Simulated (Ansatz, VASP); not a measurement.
**Sb in VASP and in Ansatz**

```xyz
4
Lattice="3.4300 0.0000 0.0000 -1.7150 2.9704 0.0000 0.0000 0.0000 11.6344" Properties=species:S:1:pos:R:3 pbc="T T T"
Sb    1.7150    2.9704   11.6344
Sb    1.7150    2.9704    5.8172
Sb    0.0000    1.9803    2.9086
Sb    1.7150    0.9901    8.7258
```

Alike in both runs: task single point; functional PBE; k mesh 14 × 14 × 4; occupations fermi-dirac, width 0.1 eV; no spin polarisation.

```csv
,VASP,Ansatz
version,VASP 6.6.1,Ansatz 0.2.0
potentials or method,"VASP PAW PBE potentials, release 64 (Sb), cutoff 520 eV","plane waves (420 eV) with PAW, scalar-relativistic"
valence electrons in the cell,20,60
```

```csv
,VASP,Ansatz,Ansatz less VASP
pressure (GPa),-3.9,-3.8,+0.12
"traceless stress, the component that is largest in VASP (GPa)",0.05,0.05,-0.006
```

The functional is the same, so the differences come from potentials, cutoffs and numerics. VASP's potentials hold 20 valence electrons a cell and Ansatz's 60, so a difference there can come from the potentials and not from the codes.

Spin-orbit coupling is off throughout.
